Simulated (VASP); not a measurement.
# PbF2 (Fm-3m) in VASP: further runs

The runs below take PbF2 through vibrations by perturbation theory, dielectric tensor, elastic constants, with PBE, PBEsol, LDA.

Everything below comes from runs of VASP 6.6.1. Logs are shortened: lines on timing, memory, paths and dates and some standing lists are left out, and cuts for length are marked.

## 1. The cell of the first run

It takes space group Fm-3m (No. 225, cubic). The conventional cell has a = 5.927 Å, b = 5.927 Å, c = 5.927 Å, α = 90.00°, β = 90.00°, γ = 90.00°. Within 3.4 Å of Pb (site symmetry m-3m) lie 8 F at 2.57 Å. Within 3.4 Å of F (site symmetry -43m) lie 4 Pb at 2.57 Å and 6 F at 2.96 Å.

## 2. Vibrations by perturbation theory, PBE

INCAR

```
ALGO = Normal
EDIFF = 1E-8
ENCUT = 600
GGA = PE
GGA_COMPAT = F
IBRION = 8
ISIF = 2
ISMEAR = 0
LASPH = T
LCHARG = F
LEPSILON = T
LREAL = F
LWAVE = F
NELM = 120
NSW = 1
PREC = Accurate
SIGMA = 0.01
```

KPOINTS

```
k-points
0
Gamma
  6 6 6
```

POSCAR

```
PbF2
1.0
    0.0000000000      2.9636600000      2.9636600000
    2.9636600000      0.0000000000      2.9636600000
    2.9636600000      2.9636600000      0.0000000000
Pb F
1 2
Direct
    0.0000000000      0.0000000000      0.0000000000
    0.7500000000      0.7500000000      0.7500000000
    0.2500000000      0.2500000000      0.2500000000
```

Potentials or basis: VASP PAW PBE potentials, release 64 (Pb_d, F).

On the command line:

```
> cat potpaw_PBE.64/Pb_d/POTCAR potpaw_PBE.64/F/POTCAR > POTCAR
> mpirun -np 1 vasp_std > vasp.out
```

OUTCAR:

```text
EDIFF = 1E-8
   ENCUT = 600
   GGA = PE
   IBRION = 8
   ISIF = 2
   ISMEAR = 0
   LASPH = T
   LEPSILON = T
   LREAL = F
   NELM = 120
   NSW = 1
   PREC = Accurate

 ion  position               nearest neighbor table
   1  0.000  0.000  0.000-   2 2.57   2 2.57   2 2.57   3 2.57   3 2.57   3 2.57   3 2.57   2 2.57

   2  0.750  0.750  0.750-   1 2.57   1 2.57   1 2.57   1 2.57
   3  0.250  0.250  0.250-   1 2.57   1 2.57   1 2.57   1 2.57

  LATTYP: Found a face centered cubic cell.
 ALAT       =     5.9273200000

  Lattice vectors:

 A1 = (   0.0000000000,   2.9636600000,   2.9636600000)
 A2 = (   2.9636600000,   0.0000000000,   2.9636600000)
 A3 = (   2.9636600000,   2.9636600000,   0.0000000000)

Analysis of symmetry for initial positions (statically):
=====================================================================
 Subroutine PRICEL returns:
 Original cell was already a primitive cell.

 Routine SETGRP: Setting up the symmetry group for a
 face centered cubic supercell.

 Subroutine GETGRP returns: Found 48 space group operations
 (whereof 48 operations were pure point group operations)
 out of a pool of 48 trial point group operations.

The static configuration has the point symmetry O_h .

Analysis of symmetry for dynamics (positions and initial velocities):
=====================================================================
 Subroutine PRICEL returns:
 Original cell was already a primitive cell.

 Routine SETGRP: Setting up the symmetry group for a
 face centered cubic supercell.

 Subroutine GETGRP returns: Found 48 space group operations
 (whereof 48 operations were pure point group operations)
 out of a pool of 48 trial point group operations.

The dynamic configuration has the point symmetry O_h .
[... 577 lines left out ...]
  --------------------------------------------------------------------------------
  x     0.00000     0.00000     0.00000     0.00000     0.00000     0.00000
  y     0.00000     0.00000     0.00000     0.00000     0.00000     0.00000
  z     0.00000     0.00000     0.00000     0.00000     0.00000     0.00000

 PIEZOELECTRIC TENSOR (including local field effects)  for field in x, y, z        (C/m^2)
          XX          YY          ZZ          XY          YZ          ZX
  --------------------------------------------------------------------------------
  x     0.00000     0.00000     0.00000     0.00000     0.00000     0.00000
  y     0.00000     0.00000     0.00000     0.00000     0.00000     0.00000
  z     0.00000     0.00000     0.00000     0.00000     0.00000     0.00000

 BORN EFFECTIVE CHARGES (including local field effects) (in |e|, cummulative output)
 ---------------------------------------------------------------------------------
 ion    1
    1     3.19163     0.00000     0.00000
    2     0.00000     3.19163     0.00000
    3     0.00000     0.00000     3.19163
 ion    2
    1    -1.59582     0.00000     0.00000
    2     0.00000    -1.59582     0.00000
    3     0.00000     0.00000    -1.59582
 ion    3
    1    -1.59582     0.00000     0.00000
    2     0.00000    -1.59582     0.00000
    3     0.00000     0.00000    -1.59582

 INTERNAL STRAIN TENSOR FOR ION    3 for displacements in x,y,z  (eV/Angst):
          X           Y           Z          XY          YZ          ZX
  --------------------------------------------------------------------------------
  x    -0.00000     0.00000     0.00000     0.00000    -3.08863     0.00000
  y     0.00000     0.00000     0.00000     0.00000     0.00000    -3.08863
  z     0.00000     0.00000     0.00000    -3.08863     0.00000     0.00000

 SECOND DERIVATIVES (NOT SYMMETRIZED)
 ------------------------------------
               1X          1Y          1Z          2X          2Y          2Z          3X          3Y          3Z
  1X    -1.657795    0.000000    0.000000    0.828898    0.000000    0.000000    0.828898    0.000000    0.000000
  1Y     0.000000   -1.657795    0.000000    0.000000    0.828898    0.000000    0.000000    0.828898    0.000000
  1Z     0.000000    0.000000   -1.657795    0.000000    0.000000    0.828898    0.000000    0.000000    0.828898
  2X     0.824187    0.000000    0.000000   -2.645370   -0.000000   -0.000000    1.821183    0.000000    0.000000
  2Y     0.000000    0.824187    0.000000   -0.000000   -2.645370    0.000000    0.000000    1.821183    0.000000
  2Z     0.000000    0.000000    0.824187   -0.000000    0.000000   -2.645370    0.000000    0.000000    1.821183
  3X     0.824187    0.000000    0.000000    1.821183    0.000000    0.000000   -2.645370   -0.000000   -0.000000
  3Y     0.000000    0.824187    0.000000    0.000000    1.821183    0.000000   -0.000000   -2.645370    0.000000
  3Z     0.000000    0.000000    0.824187    0.000000    0.000000    1.821183   -0.000000    0.000000   -2.645370

 Eigenvectors and eigenvalues of the dynamical matrix
 ----------------------------------------------------

   1 f  =    7.580241 THz    47.628057 2PiTHz  252.849613 cm-1    31.349343 meV
             X         Y         Z           dx          dy          dz
      0.000000  0.000000  0.000000    -0.000000    0.000000    0.000000
      4.445490  4.445490  4.445490    -0.703499    0.071342   -0.000000
      1.481830  1.481830  1.481830     0.703499   -0.071342   -0.000000
[... 43 lines left out ...]
   9 f/i=    0.003662 THz     0.023006 2PiTHz    0.122136 cm-1     0.015143 meV
             X         Y         Z           dx          dy          dz
      0.000000  0.000000  0.000000    -0.734238    0.545357    0.088147
      4.445490  4.445490  4.445490    -0.222964    0.165607    0.026767
      1.481830  1.481830  1.481830    -0.222964    0.165607    0.026767

--------------------------------------------------------------------------------------------------------

 MACROSCOPIC STATIC DIELECTRIC TENSOR IONIC CONTRIBUTION
 ------------------------------------------------------
          21.397698    -0.000000     0.000000
          -0.000000    21.397698    -0.000000
           0.000000    -0.000000    21.397698
 ------------------------------------------------------

 ELASTIC MODULI CONTR FROM IONIC RELAXATION (kBar)
 Direction    XX          YY          ZZ          XY          YZ          ZX
 --------------------------------------------------------------------------------
 XX          -0.0000     -0.0000     -0.0000      0.0000     -0.0000      0.0000
 YY          -0.0000     -0.0000      0.0000     -0.0000     -0.0000      0.0000
 ZZ          -0.0000      0.0000     -0.0000      0.0000     -0.0000     -0.0000
 XY           0.0000     -0.0000      0.0000   -131.4573      0.0000      0.0000
 YZ          -0.0000     -0.0000     -0.0000      0.0000   -131.4573      0.0000
 ZX           0.0000      0.0000     -0.0000      0.0000      0.0000   -131.4573
 --------------------------------------------------------------------------------

 PIEZOELECTRIC TENSOR IONIC CONTR  for field in x, y, z        (C/m^2)
          XX          YY          ZZ          XY          YZ          ZX
  --------------------------------------------------------------------------------
  x    -0.00000    -0.00000     0.00000    -0.00000    -0.00000     0.00000
  y    -0.00000     0.00000     0.00000    -0.00000    -0.00000    -0.00000
  z     0.00000     0.00000    -0.00000     0.00000     0.00000    -0.00000
```

Wall time 14 min (1 thread of Oxide Virtual Turin-like, shared host); peak memory 0.34 GiB.

What came out:

```
Electronic dielectric tensor (diagonal)                 : 3.32
Born charges (mean of the diagonal)                     : Pb +3.19; F -1.60 e
Highest phonon frequency at Γ, LO-TO splitting left out : 253 cm⁻¹
```

Phonon frequencies in cm⁻¹ (negative: imaginary):
| q point | frequencies |
| --- | --- |
| (0.000, 0.000, 0.000) | 0 0 0 118 118 118 253 253 253 |

Electronic dielectric tensor:
```
3.32 0.00 0.00
0.00 3.32 0.00
0.00 0.00 3.32
```

Born effective charge tensors (e):
atom 1, Pb
```
3.19 0.00 0.00
0.00 3.19 0.00
0.00 0.00 3.19
```
atom 2, F
```
-1.60  0.00  0.00
 0.00 -1.60  0.00
 0.00  0.00 -1.60
```
atom 3, F
```
-1.60  0.00  0.00
 0.00 -1.60  0.00
 0.00  0.00 -1.60
```

Caveat: the cell stands under pressure or tension, which shifts response properties; spin-orbit coupling is left out, which moves the levels of the heavy elements.

## 3. Vibrations by perturbation theory, PBEsol

INCAR

```
ALGO = Normal
EDIFF = 1E-8
ENCUT = 600
GGA = PS
GGA_COMPAT = False
IBRION = 8
ISIF = 2
ISMEAR = 0
LASPH = True
LCHARG = True
LEPSILON = True
LREAL = False
LWAVE = False
NBANDS = 21
NELM = 120
NSW = 1
PREC = Accurate
SIGMA = 0.01
```

KPOINTS is that of step 2.

POSCAR is that of step 2.

Potentials or basis: VASP PAW PBE potentials, release 64 (Pb_d, F).

On the command line:

```
> cat potpaw_PBE.64/Pb_d/POTCAR potpaw_PBE.64/F/POTCAR > POTCAR
> mpirun -np 1 vasp_std > vasp.out
```

OUTCAR:

```text
EDIFF = 1E-8
   ENCUT = 600
   GGA = PS
   IBRION = 8
   ISIF = 2
   ISMEAR = 0
   LASPH = True
   LEPSILON = True
   LREAL = False
   NELM = 120
   NSW = 1
   PREC = Accurate

 ion  position               nearest neighbor table
   1  0.000  0.000  0.000-   2 2.57   2 2.57   2 2.57   3 2.57   3 2.57   3 2.57   3 2.57   2 2.57

   2  0.750  0.750  0.750-   1 2.57   1 2.57   1 2.57   1 2.57
   3  0.250  0.250  0.250-   1 2.57   1 2.57   1 2.57   1 2.57

  LATTYP: Found a face centered cubic cell.
 ALAT       =     5.9273200000

  Lattice vectors:

 A1 = (   0.0000000000,   2.9636600000,   2.9636600000)
 A2 = (   2.9636600000,   0.0000000000,   2.9636600000)
 A3 = (   2.9636600000,   2.9636600000,   0.0000000000)

Analysis of symmetry for initial positions (statically):
=====================================================================
 Subroutine PRICEL returns:
 Original cell was already a primitive cell.
[... 690 lines left out ...]
  2Z     0.000000   -0.000000    0.617138    0.000000    0.000000   -2.365053    0.000000    0.000000    1.747915
  3X     0.617138    0.000000    0.000000    1.747915    0.000000    0.000000   -2.365053    0.000000    0.000000
  3Y     0.000000    0.617138   -0.000000    0.000000    1.747915    0.000000    0.000000   -2.365053    0.000000
  3Z     0.000000   -0.000000    0.617138    0.000000    0.000000    1.747915    0.000000    0.000000   -2.365053

 Eigenvectors and eigenvalues of the dynamical matrix
 ----------------------------------------------------

   1 f  =    7.274020 THz    45.704015 2PiTHz  242.635184 cm-1    30.082915 meV
             X         Y         Z           dx          dy          dz
      0.000000  0.000000  0.000000    -0.000000    0.000000   -0.000000
      4.445490  4.445490  4.445490    -0.705255    0.051144    0.000000
      1.481830  1.481830  1.481830     0.705255   -0.051144   -0.000000
[... 43 lines left out ...]
   9 f/i=    0.003709 THz     0.023302 2PiTHz    0.123706 cm-1     0.015338 meV
             X         Y         Z           dx          dy          dz
      0.000000  0.000000  0.000000    -0.140934    0.907134    0.037527
      4.445490  4.445490  4.445490    -0.042818    0.275600    0.011401
      1.481830  1.481830  1.481830    -0.042818    0.275600    0.011401

--------------------------------------------------------------------------------------------------------

 MACROSCOPIC STATIC DIELECTRIC TENSOR IONIC CONTRIBUTION
 ------------------------------------------------------
          28.693196     0.000000    -0.000000
           0.000000    28.693196     0.000000
          -0.000000     0.000000    28.693196
 ------------------------------------------------------

 ELASTIC MODULI CONTR FROM IONIC RELAXATION (kBar)
 Direction    XX          YY          ZZ          XY          YZ          ZX
 --------------------------------------------------------------------------------
 XX          -0.0000     -0.0000     -0.0000     -0.0000      0.0000     -0.0000
 YY          -0.0000     -0.0000     -0.0000     -0.0000     -0.0000      0.0000
 ZZ          -0.0000     -0.0000     -0.0000     -0.0000     -0.0000     -0.0000
 XY          -0.0000     -0.0000     -0.0000    -95.1889      0.0000     -0.0000
 YZ           0.0000     -0.0000     -0.0000      0.0000    -95.1889      0.0000
 ZX          -0.0000      0.0000     -0.0000     -0.0000      0.0000    -95.1889
 --------------------------------------------------------------------------------

 PIEZOELECTRIC TENSOR IONIC CONTR  for field in x, y, z        (C/m^2)
          XX          YY          ZZ          XY          YZ          ZX
  --------------------------------------------------------------------------------
  x    -0.00000    -0.00000     0.00000    -0.00000     0.00000    -0.00000
  y     0.00000    -0.00000    -0.00000     0.00000    -0.00000     0.00000
  z     0.00000     0.00000     0.00000    -0.00000     0.00000     0.00000
```

stdout:

```text
POSCAR found type information on POSCAR PbF
 POSCAR found :  2 types and       3 ions
 scaLAPACK will be used
 -----------------------------------------------------------------------------
|                                                                             |
|                                                                             |
[... 39 lines left out ...]
 first order change of Fermi-energy   0.19568E-01
 force on displaced ion       1 direction 1 :  -1.243   0.000   0.000
 Born effective charge ion    1 direction 1 :   3.199   0.000   0.000
 Linear response progress:
 first order change of Fermi-energy   0.78044E-01
 force on displaced ion       2 direction 1 :  -2.365  -0.000  -0.000
 Born effective charge ion    2 direction 1 :  -1.600   0.000   0.000
 Born effective charges drift removed
 Linear response finished
```

Run time: 14 min. Hardware: 1 thread of Oxide Virtual Turin-like, shared host; peak memory 0.34 GiB.

What came out:

- Electronic dielectric tensor (diagonal): 3.38
- Born charges (mean of the diagonal): Pb +3.20; F -1.60 e
- Highest phonon frequency at Γ, LO-TO splitting left out: 243 cm⁻¹

Phonon frequencies in cm⁻¹ (negative: imaginary):
```tsv
q point	frequencies
(0.000, 0.000, 0.000)	0 0 0 102 102 102 243 243 243
```

Electronic dielectric tensor:
```
3.38 0.00 0.00
0.00 3.38 0.00
0.00 0.00 3.38
```

Born effective charge tensors (e):
atom 1, Pb
```
3.20 0.00 0.00
0.00 3.20 0.00
0.00 0.00 3.20
```
atom 2, F
```
-1.60  0.00  0.00
 0.00 -1.60  0.00
 0.00  0.00 -1.60
```
atom 3, F
```
-1.60  0.00  0.00
 0.00 -1.60  0.00
 0.00  0.00 -1.60
```

Caveat: the cell stands under pressure or tension, which shifts response properties; spin-orbit coupling is left out, which moves the levels of the heavy elements.

## 4. Dielectric tensor, LDA

INCAR

```
PREC = Accurate
ENCUT = 520
EDIFF = 1E-8
ISMEAR = 0
SIGMA = 0.01
LREAL = False
LASPH = True
NELM = 120
ALGO = Normal
ISIF = 2
LWAVE = False
LCHARG = False
GGA = CA
LEPSILON = True
GGA_COMPAT = False
```

KPOINTS

```
Automatic mesh
0
Gamma
  8 8 8
```

POSCAR is that of step 3.

Potentials or basis: VASP PAW LDA potentials, release 64 (Pb_d, F).

On the command line:

```
> cat potpaw_LDA.64/Pb_d/POTCAR potpaw_LDA.64/F/POTCAR > POTCAR
> mpirun -np 1 vasp_std > vasp.out
```

OUTCAR:

```text
PREC = Accurate
   ENCUT = 520
   EDIFF = 1E-8
   ISMEAR = 0
   LREAL = False
   LASPH = True
   NELM = 120
   ISIF = 2
   GGA = CA
   LEPSILON = True

 ion  position               nearest neighbor table
   1  0.000  0.000  0.000-   2 2.57   2 2.57   2 2.57   3 2.57   3 2.57   3 2.57   3 2.57   2 2.57

   2  0.750  0.750  0.750-   1 2.57   1 2.57   1 2.57   1 2.57
   3  0.250  0.250  0.250-   1 2.57   1 2.57   1 2.57   1 2.57

  LATTYP: Found a face centered cubic cell.
 ALAT       =     5.9273200000

  Lattice vectors:

 A1 = (   0.0000000000,   2.9636600000,   2.9636600000)
[... 756 lines left out ...]
     0.00016  0.00000  0.00000
     0.00000  0.00016 -0.00000
     0.00000  0.00000 -0.00039

 MACROSCOPIC STATIC DIELECTRIC TENSOR (including local field effects in DFT)
 ------------------------------------------------------
           3.401116     0.000000    -0.000000
           0.000000     3.401116     0.000000
           0.000000     0.000000     3.401116
 ------------------------------------------------------

 PIEZOELECTRIC TENSOR (including local field effects)  for field in x, y, z        (e  Angst)
          XX          YY          ZZ          XY          YZ          ZX
  --------------------------------------------------------------------------------
  x     0.00000     0.00000     0.00000     0.00000     0.00000     0.00000
  y     0.00000     0.00000     0.00000     0.00000     0.00000     0.00000
  z     0.00000     0.00000     0.00000     0.00000     0.00000     0.00000

 PIEZOELECTRIC TENSOR (including local field effects)  for field in x, y, z        (C/m^2)
          XX          YY          ZZ          XY          YZ          ZX
  --------------------------------------------------------------------------------
  x     0.00000     0.00000     0.00000     0.00000     0.00000     0.00000
  y     0.00000     0.00000     0.00000     0.00000     0.00000     0.00000
  z     0.00000     0.00000     0.00000     0.00000     0.00000     0.00000

 BORN EFFECTIVE CHARGES (including local field effects) (in |e|, cummulative output)
 ---------------------------------------------------------------------------------
 ion    1
    1     3.19507     0.00000     0.00000
    2     0.00000     3.19507     0.00000
    3     0.00000     0.00000     3.19507
 ion    2
    1    -1.59754     0.00000     0.00000
    2     0.00000    -1.59754     0.00000
    3     0.00000     0.00000    -1.59754
 ion    3
    1    -1.59754     0.00000     0.00000
    2     0.00000    -1.59754     0.00000
    3     0.00000     0.00000    -1.59754
```

OSZICAR:

```text
N       E                     dE             d eps       ncg     rms          rms(c)
DAV:   1     0.298596755792E+03    0.29860E+03   -0.15181E+04  1044   0.177E+03
DAV:   2     0.868298695885E+01   -0.28991E+03   -0.28019E+03  1156   0.450E+02
DAV:   3    -0.169073112638E+02   -0.25590E+02   -0.25332E+02  1220   0.150E+02
DAV:   4    -0.177062818219E+02   -0.79897E+00   -0.79805E+00  1120   0.271E+01
[... 12 lines left out ...]
RMM:   9    -0.367859917511E+00    0.22255E-04   -0.29611E-06  3408   0.143E-02    0.425E-04
RMM:  10    -0.367867566887E+00   -0.76494E-05    0.58095E-07  3510   0.706E-03    0.138E-04
RMM:  11    -0.367864905261E+00    0.26616E-05   -0.39693E-07  3538   0.243E-03    0.551E-05
RMM:  12    -0.367865134908E+00   -0.22965E-06    0.82248E-08  2833   0.928E-04    0.297E-05
RMM:  13    -0.367865276936E+00   -0.14203E-06   -0.16188E-07  2624   0.359E-04    0.945E-06
```

Run time: 8.6 min. Hardware: 1 thread of Oxide Virtual Turin-like, shared host; peak memory 0.26 GiB.

Results:

- Band gap on the k mesh: 4.22 eV (least direct gap 4.38 eV)
- Electronic dielectric tensor (diagonal): 3.40
- Born charges (mean of the diagonal): Pb +3.20; F -1.60 e

Electronic dielectric tensor:
```
3.40 0.00 0.00
0.00 3.40 0.00
0.00 0.00 3.40
```

Born effective charge tensors (e):
atom 1, Pb
```
3.20 0.00 0.00
0.00 3.20 0.00
0.00 0.00 3.20
```
atom 2, F
```
-1.60  0.00  0.00
 0.00 -1.60  0.00
 0.00  0.00 -1.60
```
atom 3, F
```
-1.60  0.00  0.00
 0.00 -1.60  0.00
 0.00  0.00 -1.60
```

Caveat: spin-orbit coupling is left out, which moves the levels of the heavy elements. Expect the measured gap to be larger: semilocal functionals such as LDA lack the derivative discontinuity.

[end of part 1 of 2]
